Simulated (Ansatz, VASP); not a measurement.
## One calculation of ZnSe, two programs

The input INCAR:

```
PREC = Accurate ; ENCUT = 520
EDIFF = 1E-7 ; ISMEAR = 0
SIGMA = 0.01 ; LREAL = False
LASPH = True ; NELM = 100
ALGO = Normal ; ISIF = 2
LWAVE = False ; LCHARG = True
GGA = PS ; LELF = True
LVHAR = True ; NBANDS = 16
```

File KPOINTS:

```
Automatic mesh
0
Gamma
  6 6 6
```

The input POSCAR:

```
ZnSe
1.0
    0.0000000000      2.8572208968      2.8572208968
    2.8572208968      0.0000000000      2.8572208968
    2.8572208968      2.8572208968      0.0000000000
Zn Se
1 1
Direct
    0.0000000000      0.0000000000      0.0000000000
    0.2500000000      0.2500000000      0.2500000000
```

Input for Ansatz:

```yaml
crystal:
  lattice:
    - [0.0, 2.857220896816532, 2.857220896816532]
    - [2.857220896816532, 0.0, 2.857220896816532]
    - [2.857220896816532, 2.857220896816532, 0.0]
  atoms:
    - { symbol: Zn, position: [0.0, 0.0, 0.0] }
    - { symbol: Se, position: [0.25, 0.25, 0.25] }
basis:
  ecutwfc: 517.016338673772
kpoints:
  mp_grid:
    grid: [6, 6, 6]
hamiltonian:
  xc: pbesol
scf:
  occupations:
    method: fixed
output:
  stress: true
```

Alike in both runs: task single point; functional PBEsol; k mesh 6 × 6 × 6; no spin polarisation.

|  | VASP | Ansatz |
| --- | --- | --- |
| version | VASP 6.6.1 | Ansatz 0.2.0 |
| potentials or method | VASP PAW PBE potentials, release 64 (Zn, Se), cutoff 520 eV | plane waves, PAW |
| occupations | gaussian, width 0.01 eV | fixed |
| valence electrons in the cell | 18 | 28 |

Ansatz gave:

| Quantity | Value |
| --- | --- |
| pressure (GPa) | -2.5 |

**Question.** Which values does VASP return?

**Answer.** Pressure (GPa): -2.3.

VASP's potentials were made for PBE, not for PBEsol. VASP's potentials hold 18 valence electrons a cell and Ansatz's 28, so a difference there can come from the potentials and not from the codes.
